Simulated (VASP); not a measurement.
Set up this calculation in VASP 6.6.1, as the native input.

```yaml
Task: single point
Functional: PBE
Potentials_or_basis: VASP PAW PBE potentials, release 64 (Al)
Cutoff: 520 eV
k_mesh: 20 × 20 × 20
Occupations: gaussian, width 0.15 eV
Spin: no spin polarisation
Dipole_correction: no
Further_INCAR_settings: ALGO = Normal; EDIFF = 1e-06; NBANDS = 8
```

The structure of Al lies in POSCAR:

```
Al
1.0
    0.0000000000      2.0239800000      2.1858984000
    2.0239800000      0.0000000000      2.1858984000
    2.0239800000      2.0239800000      0.0000000000
Al
1
Direct
    0.0000000000      0.0000000000      0.0000000000
```

This cell differs from its parent crystal: strain +0.000 along x and y, +0.080 along z.

These files were run (other wordings do the same):

INCAR

```
SYSTEM = Al
PREC = Accurate ; ENCUT = 520
EDIFF = 1E-6 ; ISMEAR = 0
SIGMA = 0.15 ; LREAL = .FALSE.
LASPH = .TRUE. ; NELM = 80
ALGO = Normal ; ISIF = 2
LWAVE = .FALSE. ; LCHARG = .FALSE.
GGA = PE ; NBANDS = 8
```

KPOINTS

```
Automatic mesh
0
G
  20 20 20
  0 0 0
```

Potentials or basis: VASP PAW PBE potentials, release 64 (Al).

The run is started by

```console
$ cat potpaw_PBE.64/Al/POTCAR > POTCAR
$ mpirun -np 1 vasp_std > vasp.out
```

Results of the run:

```json
{
 "Pressure": "-5.0 GPa"
}
```

Caveat: the cell differs from its parent crystal (strain +0.000 along x and y, +0.080 along z).

Wall time 98 s on 1 thread of AMD EPYC 9R45, on a shared host, peak memory 0.17 GiB.
